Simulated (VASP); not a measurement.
**Ir: single point with PBEsol**

The system is Ir.

```
CELL_PARAMETERS angstrom
0.00000 1.94102 1.94102
1.94102 0.00000 1.94102
1.94102 1.94102 0.00000
ATOMIC_POSITIONS crystal
Ir 0.00000 0.00000 0.00000
```

This cell differs from its parent crystal: volume scaled by 1.04.

- Program: VASP 6.6.1
- Task: single point
- Functional: PBEsol
- Potentials or basis: VASP PAW PBE potentials, release 64 (Ir)
- Cutoff: 520 eV
- k mesh: 23 × 23 × 23
- Occupations: fermi-dirac, width 0.1 eV
- Spin: no spin polarisation
- Dipole correction: no
- Further INCAR settings: ALGO = Normal; EDIFF = 1e-06; NBANDS = 10

- Pressure: -13.1 GPa

Levels at points of the mesh, in eV from the Fermi level:
```csv
k point,band 1,band 2,band 3,band 4,band 5,band 6,band 7,band 8
"(0.00, 0.00, 0.00)",-10.81,-3.68,-3.68,-3.68,-1.11,-1.11,14.41,19.78
```

Run time: 18 s on 1 thread of Intel(R) Xeon(R) 6975P-C (Granite Rapids) (shared host), peak memory 0.17 GiB.

Caveat: the PAW data sets were made with another functional, which shifts forces and pressure a little; spin-orbit coupling is left out, which moves the levels of the heavy elements.
